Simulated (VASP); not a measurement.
# MgO (Fm-3m) in VASP: further runs

MgO is run at these levels: r2SCAN; tasks: single point.

Program: VASP 6.6.1. These are calculated values, not measurements. Logs are shortened: lines on timing, memory, paths and dates and some standing lists are left out, and cuts for length are marked.

**The experiment to reproduce.**

“Electronic structure of alkaline earth and post-transition metal oxides”, 2009, arxiv:0908.1581 quotes, for a bulk crystal of MgO: band gap 7.83 eV.

The results are compared with them further down.

## (1) The cell of the first run

The structure is cubic, space group Fm-3m (No. 225). Conventional cell: a = 4.213 Å, b = 4.213 Å, c = 4.213 Å, α = 90.00°, β = 90.00°, γ = 90.00°. Mg (site symmetry m-3m) has 6 O at 2.11 Å within 2.8 Å. O (site symmetry m-3m) has 6 Mg at 2.11 Å within 2.8 Å.

## (2) Single point, r2SCAN

Input file POSCAR:

```
MgO
1.0
    0.0000000000      2.1065500000      2.1065500000
    2.1065500000      0.0000000000      2.1065500000
    2.1065500000      2.1065500000      0.0000000000
Mg O
1 1
Direct
    0.0000000000      0.0000000000      0.0000000000
    0.5000000000      0.5000000000      0.5000000000
```

Input file INCAR.step1:

```
SYSTEM = MgO
ALGO = Normal
EDIFF = 1E-4
ENCUT = 520
GGA = PE
ISMEAR = -1
LASPH = .True.
LCHARG = .False.
LREAL = .False.
LWAVE = .True.
NBANDS = 11
NELM = 60
PREC = Accurate
SIGMA = 0.1
```

Input file INCAR.step2:

```
SYSTEM = MgO
ALGO = Normal
EDIFF = 1E-7
ENCUT = 520
ISIF = 2
ISMEAR = -1
ISTART = 1
LASPH = .True.
LCHARG = .False.
LMIXTAU = .True.
LREAL = .False.
LWAVE = .False.
METAGGA = R2SCAN
NBANDS = 11
NELM = 60
PREC = Accurate
SIGMA = 0.1
```

Input file KPOINTS:

```
k-points
0
Gamma
  8 8 8
  0 0 0
```

Potentials or basis: VASP PAW PBE potentials, release 64 (Mg, O).

Run with:

```sh
cat potpaw_PBE.64/Mg/POTCAR potpaw_PBE.64/O/POTCAR > POTCAR
cp INCAR.step1 INCAR
mpirun -np 1 vasp_std > vasp.out
cp INCAR.step2 INCAR
mpirun -np 1 vasp_std > vasp.out
```

OUTCAR:

```text
SYSTEM = MgO
   EDIFF = 1E-7
   ENCUT = 520
   ISIF = 2
   ISMEAR = -1
   ISTART = 1
   LASPH = .True.
   LREAL = .False.
   METAGGA = R2SCAN
   NELM = 60
   PREC = Accurate

 ion  position               nearest neighbor table
   1  0.000  0.000  0.000-   2 2.11   2 2.11   2 2.11   2 2.11   2 2.11   2 2.11
   2  0.500  0.500  0.500-   1 2.11   1 2.11   1 2.11   1 2.11   1 2.11   1 2.11

  LATTYP: Found a face centered cubic cell.
 ALAT       =     4.2131000000

  Lattice vectors:

 A1 = (   0.0000000000,   2.1065500000,   2.1065500000)
 A2 = (   2.1065500000,   0.0000000000,   2.1065500000)
 A3 = (   2.1065500000,   2.1065500000,   0.0000000000)

Analysis of symmetry for initial positions (statically):
=====================================================================
 Subroutine PRICEL returns:
 Original cell was already a primitive cell.

 Routine SETGRP: Setting up the symmetry group for a
 face centered cubic supercell.

 Subroutine GETGRP returns: Found 48 space group operations
 (whereof 48 operations were pure point group operations)
 out of a pool of 48 trial point group operations.

The static configuration has the point symmetry O_h .

Analysis of symmetry for dynamics (positions and initial velocities):
=====================================================================
 Subroutine PRICEL returns:
 Original cell was already a primitive cell.

 Routine SETGRP: Setting up the symmetry group for a
 face centered cubic supercell.

 Subroutine GETGRP returns: Found 48 space group operations
 (whereof 48 operations were pure point group operations)
 out of a pool of 48 trial point group operations.

The dynamic configuration has the point symmetry O_h .

 Subroutine INISYM returns: Found 48 space group operations
 (whereof 48 operations are pure point group operations),
 and found     1 'primitive' translations

----------------------------------------------------------------------------------------

                                     Primitive cell

  volume of cell :      18.6959

  direct lattice vectors                    reciprocal lattice vectors
     0.000000000  2.106550000  2.106550000    -0.237354917  0.237354917  0.237354917
     2.106550000  0.000000000  2.106550000     0.237354917 -0.237354917  0.237354917
     2.106550000  2.106550000  0.000000000     0.237354917  0.237354917 -0.237354917

  length of vectors
     2.979111580  2.979111580  2.979111580     0.411110775  0.411110775  0.411110775

  position of ions in fractional coordinates (direct lattice)
     0.000000000  0.000000000  0.000000000
     0.500000000  0.500000000  0.500000000

  ion indices of the primitive-cell ions
   primitive index   ion index
                 1           1
                 2           2

----------------------------------------------------------------------------------------

 KPOINTS: k-points

Automatic generation of k-mesh.
 Grid dimensions read from file:
 generate k-points for:    8    8    8

 Generating k-lattice:

  Cartesian coordinates                     Fractional coordinates (reciprocal lattice)
    -0.029669365  0.029669365  0.029669365     0.125000000  0.000000000  0.000000000
     0.029669365 -0.029669365  0.029669365     0.000000000  0.125000000  0.000000000
     0.029669365  0.029669365 -0.029669365     0.000000000  0.000000000  0.125000000

  Length of vectors
     0.051388847  0.051388847  0.051388847

  Shift w.r.t. Gamma in fractional coordinates (k-lattice)
     0.000000000  0.000000000  0.000000000

 Subroutine IBZKPT returns following result:
 ===========================================

 Found     29 irreducible k-points:

 Following reciprocal coordinates:
            Coordinates               Weight
  0.000000  0.000000  0.000000      1.000000
  0.125000  0.000000  0.000000      8.000000
  0.250000  0.000000  0.000000      8.000000
  0.375000  0.000000  0.000000      8.000000
  0.500000  0.000000  0.000000      4.000000
  0.125000  0.125000  0.000000      6.000000
[... 16 lines left out ...]
  0.500000  0.250000  0.125000     48.000000
 -0.375000  0.250000  0.125000     24.000000
 [... further k-points ...]
   k-points           NKPTS =     29   k-points in BZ     NKDIM =     29   number of bands    NBANDS=     11
   number of dos      NEDOS =    301   number of ions     NIONS =      2
   total plane-waves  NPLWV =  13824
   dimension x,y,z NGX =    24 NGY =   24 NGZ =   24
   dimension x,y,z NGXF=    48 NGYF=   48 NGZF=   48
   ions per type =               1   1
   NGX,Y,Z   is equivalent  to a cutoff of  13.39, 13.39, 13.39 a.u.
   NGXF,Y,Z  is equivalent  to a cutoff of  26.79, 26.79, 26.79 a.u.
 SYSTEM =  MgO
   PREC   = accura    normal or accurate (medium, high low for compatibility)
   ISTART =      1    job   : 0-new  1-cont  2-samecut
   ICHARG =      0    charge: 1-file 2-atom 10-const
   ISPIN  =      1    spin polarized calculation?
   LNONCOLLINEAR =      F non collinear calculations
[... 37 lines left out ...]
  volume of cell :       18.70
 maximum number of plane-waves:       531
 NGX is ok and might be reduce to    24
   NGX = 11   NGY = 11   NGZ = 11

 number of electron       8.0000005 magnetization

 Free energy of the ion-electron system (eV)
  ---------------------------------------------------
  ext. energy  EPLUGINS =         0.00000000
  ---------------------------------------------------
  free energy    TOTEN  =       -16.16008558 eV

  energy without entropy =      -16.16008558  energy(sigma->0) =      -16.16008558

 E-fermi :   4.8648     XC(G=0): -11.5912

 val. band max:        2.7704583464   @ k =   0.0000   0.0000   0.0000
 cond. band min:       8.3670088481   @ k =   0.0000   0.0000   0.0000
 fundamental gap:      5.5965505016
 Fermi energy:         4.8647790010

 k-point     1 :       0.0000    0.0000    0.0000
  band No.  band energies     occupation
      1     -15.4264      2.00000
      2       2.7705      2.00000
      3       2.7705      2.00000
      4       2.7705      2.00000
      5       8.3670      0.00000
      6      19.5994      0.00000
      7      19.5994      0.00000
      8      19.5994      0.00000
      9      23.7428      0.00000
     10      25.5095      0.00000
     11      25.5095      0.00000

 k-point     2 :       0.1250    0.0000    0.0000
  band No.  band energies     occupation
      1     -15.2661      2.00000
      2       1.8444      2.00000
      3       2.6647      2.00000
      4       2.6647      2.00000
      5       9.2680      0.00000
      6      17.9273      0.00000
      7      19.9771      0.00000
      8      19.9771      0.00000
      9      24.5484      0.00000
     10      24.5484      0.00000
     11      25.9750      0.00000

 k-point     3 :       0.2500    0.0000    0.0000
  band No.  band energies     occupation
      1     -14.8521      2.00000
      2       0.1359      2.00000
      3       2.4207      2.00000
      4       2.4207      2.00000
      5      10.7476      0.00000
      6      16.3977      0.00000
      7      20.5119      0.00000
      8      20.5119      0.00000
      9      24.1628      0.00000
     10      24.1628      0.00000
     11      26.2325      0.00000

 k-point     4 :       0.3750    0.0000    0.0000
  band No.  band energies     occupation
      1     -14.3895      2.00000
      2      -1.2845      2.00000
      3       2.1906      2.00000
      4       2.1906      2.00000
      5      11.4740      0.00000
      6      16.2829      0.00000
      7      20.3532      0.00000
      8      20.3532      0.00000
      9      25.4455      0.00000
     10      25.5715      0.00000
     11      25.5715      0.00000
[... 239 lines left out ...]
 k-point    22 :       0.3750    0.2500    0.1250
  band No.  band energies     occupation
      1     -14.5572      2.00000
      2      -0.2286      2.00000
      3       1.6118      2.00000
      4       2.1429      2.00000
      5      12.2030      0.00000
      6      15.2453      0.00000
      7      19.0132      0.00000
      8      21.5352      0.00000
      9      22.0473      0.00000
     10      26.5646      0.00000
     11      30.1282      0.00000

 k-point    23 :       0.5000    0.2500    0.1250
  band No.  band energies     occupation
      1     -14.1944      2.00000
      2      -0.9277      2.00000
      3       1.0377      2.00000
      4       1.8867      2.00000
      5      13.2254      0.00000
      6      15.4725      0.00000
      7      17.8435      0.00000
      8      21.1245      0.00000
      9      23.6967      0.00000
     10      26.5584      0.00000
     11      30.3248      0.00000

 k-point    24 :      -0.3750    0.2500    0.1250
  band No.  band energies     occupation
      1     -14.0340      2.00000
      2      -1.2233      2.00000
      3       0.8306      2.00000
      4       1.7657      2.00000
      5      13.3891      0.00000
      6      16.0964      0.00000
      7      17.4048      0.00000
      8      20.8636      0.00000
      9      24.5307      0.00000
     10      26.2554      0.00000
     11      30.4722      0.00000

 [... further k-points ...]

------------------------ aborting loop because EDIFF is reached ----------------------------------------

  FORCE on cell =-STRESS in cart. coord.  units (eV):
  Direction    XX          YY          ZZ          XY          YZ          ZX
  --------------------------------------------------------------------------------------
  -------------------------------------------------------------------------------------
  Total       -0.2523196     -0.2523196     -0.2523196      0.0000000      0.0000000      0.0000000
  in kB      -21.6230167    -21.6230167    -21.6230167      0.0000000      0.0000000      0.0000000
  external PRESSURE =     -21.6230167 kB  Pullay stress =       0.0000000 kB

 VOLUME and BASIS-vectors are now :
 -----------------------------------------------------------------------------
  energy-cutoff  :      520.00
  volume of cell :       18.70
      direct lattice vectors                 reciprocal lattice vectors
     0.000000000  2.106550000  2.106550000    -0.237354917  0.237354917  0.237354917
     2.106550000  0.000000000  2.106550000     0.237354917 -0.237354917  0.237354917
     2.106550000  2.106550000  0.000000000     0.237354917  0.237354917 -0.237354917

 POSITION                                       TOTAL-FORCE (eV/Angst)
 -----------------------------------------------------------------------------------
      0.00000      0.00000      0.00000        -0.000000     -0.000000      0.000000
      2.10655      2.10655      2.10655         0.000000      0.000000     -0.000000
 -----------------------------------------------------------------------------------
    total drift:                               -0.000000     -0.000000      0.000000

  FREE ENERGIE OF THE ION-ELECTRON SYSTEM (eV)
  ---------------------------------------------------
  free  energy   TOTEN  =       -16.1600855814 eV

  energy  without entropy=      -16.1600855813  energy(sigma->0) =      -16.16008558
```

Run time: 46 s. Hardware: 1 thread of AMD EPYC 7R43 (Zen 3), shared host; peak memory 0.11 GiB.

What came out:

- Free energy: -16.1601 eV
- Pressure: -2.2 GPa
- Band gap on the k mesh: 5.60 eV, direct

Levels at points of the mesh, in eV from the valence-band top:
```csv
k point,band 1,band 2,band 3,band 4,band 5,band 6,band 7,band 8
"(0.00, 0.00, 0.00)",-18.20,0.00,0.00,0.00,5.60,16.83,16.83,16.83
"(0.50, 0.00, 0.00)",-16.95,-4.61,-0.67,-0.67,8.79,13.80,17.41,17.41
"(0.50, 0.50, 0.00)",-16.70,-4.10,-1.37,-1.37,10.03,11.05,14.28,20.36
```

Caveat: the PAW data sets were made with another functional, which shifts forces and pressure a little.

## (3) Single point, r2SCAN

POSCAR is that of step 2.

Input file INCAR.step1:

```
SYSTEM = MgO
PREC = Accurate
ENCUT = 660
ISMEAR = -1
SIGMA = 5E-4
LREAL = .FALSE.
LASPH = .TRUE.
NELM = 120
NBANDS = 11
GGA = PE
ALGO = Normal
EDIFF = 1E-5
LWAVE = .TRUE.
LCHARG = .FALSE.
GGA_COMPAT = .FALSE.
```

Input file INCAR.step2:

```
SYSTEM = MgO
PREC = Accurate
ENCUT = 660
EDIFF = 1E-6
ISMEAR = -1
SIGMA = 5E-4
LREAL = .FALSE.
LASPH = .TRUE.
NELM = 120
ALGO = Normal
ISIF = 2
LWAVE = .FALSE.
LCHARG = .FALSE.
METAGGA = R2SCAN
LMIXTAU = .TRUE.
NBANDS = 11
ISTART = 1
GGA_COMPAT = .FALSE.
```

Input file KPOINTS:

```
regular mesh
0
G
  8 8 8
  0 0 0
```

Potentials or basis: VASP PAW PBE potentials, release 64 (Mg, O).

Run with:

```sh
cat potpaw_PBE.64/Mg/POTCAR potpaw_PBE.64/O/POTCAR > POTCAR
cp INCAR.step1 INCAR
mpirun -np 1 vasp_std > vasp.out
cp INCAR.step2 INCAR
mpirun -np 1 vasp_std > vasp.out
```

It took 39 s on 1 thread of Intel Xeon Platinum 8375C at 2.90GHz (Ice Lake), shared host; peak memory 0.17 GiB.

It converged, with:

```yaml
Free_energy: -16.1664 eV
Pressure: -2.5 GPa
Band_gap_on_the_k_mesh: 5.60 eV, direct
```

Levels at points of the mesh, in eV from the valence-band top:
| k point | band 1 | band 2 | band 3 | band 4 | band 5 | band 6 | band 7 | band 8 | band 9 |
| --- | --- | --- | --- | --- | --- | --- | --- | --- | --- |
| (0.00, 0.00, 0.00) | -18.19 | 0.00 | 0.00 | 0.00 | 5.60 | 16.84 | 16.84 | 16.84 | 20.98 |
| (0.50, 0.00, 0.00) | -16.95 | -4.61 | -0.67 | -0.67 | 8.80 | 13.80 | 17.42 | 17.42 | 22.37 |
| (0.50, 0.50, 0.00) | -16.70 | -4.10 | -1.37 | -1.37 | 10.04 | 11.06 | 14.28 | 20.36 | 20.36 |

Caveat: the PAW data sets were made with another functional, which shifts forces and pressure a little.

## (4) Single point, r2SCAN

POSCAR is that of step 3.

Input file INCAR.step1:

```
PREC     = Accurate       # precision mode
ENCUT    = 660            # plane-wave cutoff, eV
ISMEAR   = -1             # smearing method
SIGMA    = 0.1            # smearing width, eV
LREAL    = F              # projectors in reciprocal space
LASPH    = T              # aspherical terms in the spheres
NELM     = 120            # most SCF steps
NBANDS   = 11             # bands
GGA      = PE             # functional
ALGO     = Normal         # electronic algorithm
EDIFF    = 1E-5           # SCF threshold, eV
LWAVE    = T              # write WAVECAR
LCHARG   = F              # write CHGCAR
GGA_COMPAT= F
```

Input file INCAR.step2:

```
PREC     = Accurate       # precision mode
ENCUT    = 660            # plane-wave cutoff, eV
EDIFF    = 1E-6           # SCF threshold, eV
ISMEAR   = -1             # smearing method
SIGMA    = 0.1            # smearing width, eV
LREAL    = F              # projectors in reciprocal space
LASPH    = T              # aspherical terms in the spheres
NELM     = 120            # most SCF steps
ALGO     = Normal         # electronic algorithm
ISIF     = 2              # what is computed and relaxed
LWAVE    = F              # write WAVECAR
LCHARG   = T              # write CHGCAR
METAGGA  = R2SCAN         # meta-GGA
LMIXTAU  = T            
LELF     = T              # ELF
LVHAR    = T            
NBANDS   = 11             # bands
ISTART   = 1            
GGA_COMPAT= F
```

Input file KPOINTS:

```
regular mesh
0
Gamma
  8 8 8
```

Run with:

```sh
cat potpaw_PBE.64/Mg/POTCAR potpaw_PBE.64/O/POTCAR > POTCAR
cp INCAR.step1 INCAR
mpirun -np 1 vasp_std > vasp.out
cp INCAR.step2 INCAR
mpirun -np 1 vasp_std > vasp.out
```

It took 51 s on 1 thread of Intel Xeon Platinum 8375C at 2.90GHz (Ice Lake), shared host; peak memory 0.17 GiB.

The run converged. Its results:

```
Free energy            : -16.1664 eV
Pressure               : -2.5 GPa
Band gap on the k mesh : 5.60 eV, direct
```

Levels at points of the mesh, in eV from the valence-band top:
```csv
k point,band 2,band 3,band 4,band 5,band 6,band 7
"(0.00, 0.00, 0.00)",0.00,0.00,0.00,5.60,16.84,16.84
"(0.50, 0.00, 0.00)",-4.61,-0.67,-0.67,8.80,13.80,17.42
"(0.50, 0.50, 0.00)",-4.10,-1.37,-1.37,10.04,11.06,14.28
```

Caveat: the PAW data sets were made with another functional, which shifts forces and pressure a little.

## (5) Single point, r2SCAN

POSCAR is that of step 4.

Input file INCAR.step1:

```
  ALGO = Normal
  EDIFF = 1E-5
  ENCUT = 660
  GGA = PE
  GGA_COMPAT = F
  ISMEAR = -1
  LASPH = T
  LCHARG = F
  LREAL = F
  LWAVE = T
  NBANDS = 11
  NELM = 120
  PREC = Accurate
  SIGMA = 0.15
```

Input file INCAR.step2:

```
  ALGO = Normal
  EDIFF = 1E-6
  ENCUT = 660
  GGA_COMPAT = F
  ISIF = 2
  ISMEAR = -1
  ISTART = 1
  LASPH = T
  LCHARG = F
  LMIXTAU = T
  LREAL = F
  LWAVE = F
  METAGGA = R2SCAN
  NBANDS = 11
  NELM = 120
  PREC = Accurate
  SIGMA = 0.15
```

Input file KPOINTS:

```
k-points
0
Gamma
  8 8 8
```

Run with:

```sh
cat potpaw_PBE.64/Mg/POTCAR potpaw_PBE.64/O/POTCAR > POTCAR
cp INCAR.step1 INCAR
mpirun -np 1 vasp_std > vasp.out
cp INCAR.step2 INCAR
mpirun -np 1 vasp_std > vasp.out
```

It took 57 s on 1 thread of Intel Xeon Platinum 8375C at 2.90GHz (Ice Lake), shared host; peak memory 0.17 GiB.

Results (log left out):

```
Free energy            : -16.1664 eV
Pressure               : -2.5 GPa
Band gap on the k mesh : 5.60 eV, direct
```

Levels at points of the mesh, in eV from the valence-band top:
```csv
k point,band 1,band 2,band 3,band 4,band 5,band 6,band 7,band 8
"(0.00, 0.00, 0.00)",-18.19,0.00,0.00,0.00,5.60,16.84,16.84,16.84
"(0.50, 0.00, 0.00)",-16.95,-4.61,-0.67,-0.67,8.80,13.80,17.42,17.42
"(0.50, 0.50, 0.00)",-16.70,-4.10,-1.37,-1.37,10.04,11.06,14.28,20.36
```

Caveat: the PAW data sets were made with another functional, which shifts forces and pressure a little.

## (6) Summary

```csv
cutoff (eV),smearing,gap on the mesh (eV),pressure (GPa)
520,fermi-dirac 0.1 eV,5.60,-2.2
660,fermi-dirac 0.0005 eV,5.60,-2.5
660,fermi-dirac 0.1 eV,5.60,-2.5
660,fermi-dirac 0.15 eV,5.60,-2.5
```

Alike in all rows: task single point; level r2SCAN; potentials or basis VASP PAW PBE potentials, release 64 (Mg, O); no spin polarisation; cell as given; k mesh 8 × 8 × 8.

On the cell as given the gap runs from 5.60 eV (r2SCAN) to 5.60 eV (r2SCAN).

Caveats: the PAW data sets were made with another functional, which shifts forces and pressure a little.

Total energies depend on the potentials used, so only differences within one code and one set of settings carry meaning.

## (7) Comparison with measurements

Step 2. A measured gap of MgO is 7.83 eV (quoted in “Electronic structure of alkaline earth and post-transition metal oxides”, 2009, arxiv:0908.1581); the calculated 5.60 eV misses it by -2.23 eV. The value is that of r2SCAN, without temperature or zero-point motion.

Step 3. Against the measured gap of MgO, 7.83 eV (quoted in “Electronic structure of alkaline earth and post-transition metal oxides”, 2009, arxiv:0908.1581), the calculated 5.60 eV is off by -2.23 eV. The value is that of r2SCAN, without temperature or zero-point motion.

Step 4. A measured gap of MgO is 7.83 eV (quoted in “Electronic structure of alkaline earth and post-transition metal oxides”, 2009, arxiv:0908.1581); the calculated 5.60 eV misses it by -2.23 eV. The value is that of r2SCAN, without temperature or zero-point motion.

Step 5. Against the measured gap of MgO, 7.83 eV (quoted in “Electronic structure of alkaline earth and post-transition metal oxides”, 2009, arxiv:0908.1581), the calculated 5.60 eV is off by -2.23 eV. The value is that of r2SCAN, without temperature or zero-point motion.
